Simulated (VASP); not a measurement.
## Ga: single point with PBEsol

Ga:

```
Ga
1.0
     1.39216   -4.05317    0.00000
     1.39216    4.05317    0.00000
    -0.11823    0.00000    3.35198
Ga
2
Direct
  0.86900 0.13100 0.25000
  0.13100 0.86900 0.75000
```

This cell differs from its parent crystal: volume scaled by 1.02.

```yaml
Program: VASP 6.6.1
Task: single point
Functional: PBEsol
Potentials_or_basis: VASP PAW PBE potentials, release 64 (Ga_d)
Cutoff: 520 eV
k_mesh: 14 × 14 × 11
Occupations: fermi-dirac, width 0.03 eV
Spin: no spin polarisation
Dipole_correction: no
Further_INCAR_settings: ALGO = Normal; EDIFF = 1e-07; NBANDS = 20
```

```yaml
Pressure: -2.8 GPa
Largest_force: 0.174 eV/Å
Band_gap_on_the_k_mesh: zero (band 13 reaches 9.26 eV, above the bottom of band 14 at 1.40 eV)
```

Forces on the atoms (eV/Å):
```
Ga   0.000  0.174  0.000
Ga   0.000 -0.174  0.000
```

Stress tensor (GPa, compression positive):
```
-2.81  0.00 -0.07
 0.00 -2.75  0.00
-0.07  0.00 -2.81
```

Levels at points of the mesh, in eV from the Fermi level:
```csv
k point,band 10,band 11,band 12,band 13,band 14,band 15,band 16,band 17
"(0.00, 0.00, 0.00)",-14.56,-11.08,-2.04,-1.69,1.62,5.39,9.54,10.02
"(0.50, 0.00, 0.00)",-14.58,-6.01,-4.95,-1.30,-0.04,5.68,6.47,8.33
"(0.50, 0.50, 0.00)",-14.62,-8.99,-8.49,3.95,4.51,5.70,5.93,7.44
```

It took 2.2 min on 1 thread of Intel(R) Xeon(R) 6975P-C (Granite Rapids) (shared host), peak memory 0.45 GiB.

Caveat: the PAW data sets were made with another functional, which shifts forces and pressure a little.
